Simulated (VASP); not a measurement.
Set up this calculation in VASP 6.6.1, as the native input.

| Item | Value |
| --- | --- |
| Task | relaxation of shape and atoms at fixed volume |
| Functional | LDA |
| Potentials or basis | VASP PAW LDA potentials, release 64 (Ru_pv) |
| Cutoff | 600 eV |
| k mesh | 18 × 18 × 10 |
| Occupations | fermi-dirac, width 0.05 eV |
| Spin | no spin polarisation |
| Dipole correction | no |
| Further INCAR settings | ALGO = Normal; EDIFF = 1e-06; IBRION = 2; EDIFFG = -0.005; NSW = 50; ISIF = 4 |

The structure of Ru lies in POSCAR:

```
Ru
1.0
    2.3966775390      0.0000000000      0.0000000000
   -1.1983387695      2.0755836335      0.0000000000
    0.0000000000      0.0000000000      3.7879199230
Ru
2
Direct
    0.3333333333      0.6666666667      0.2500000000
    0.6666666667      0.3333333333      0.7500000000
```

One way to write it, as run:

INCAR

```
PREC = Accurate
ENCUT = 600
EDIFF = 1E-6
ISMEAR = -1
SIGMA = 0.05
LREAL = F
LASPH = T
NELM = 100
ALGO = Normal
ISIF = 4
LWAVE = F
LCHARG = F
GGA = CA
IBRION = 2
NSW = 50
EDIFFG = -0.005
```

KPOINTS

```
regular mesh
0
Gamma
  18 18 10
```

Potentials or basis: VASP PAW LDA potentials, release 64 (Ru_pv).

Launch:

```bash
$ cat potpaw_LDA.64/Ru_pv/POTCAR > POTCAR
$ mpirun -np 1 vasp_std > vasp.out
```

Results of the run:

The energy gained by relaxing is 3.5 meV/atom. The ionic steps are 4, the pressure after relaxing is 262.6 GPa and the band gap on the k mesh is zero (band 14 reaches 23.40 eV, above the bottom of band 15 at 17.84 eV).

Run time: 73 s on 1 thread of Intel(R) Xeon(R) 6975P-C (Granite Rapids), on a shared host, peak memory 0.19 GiB.
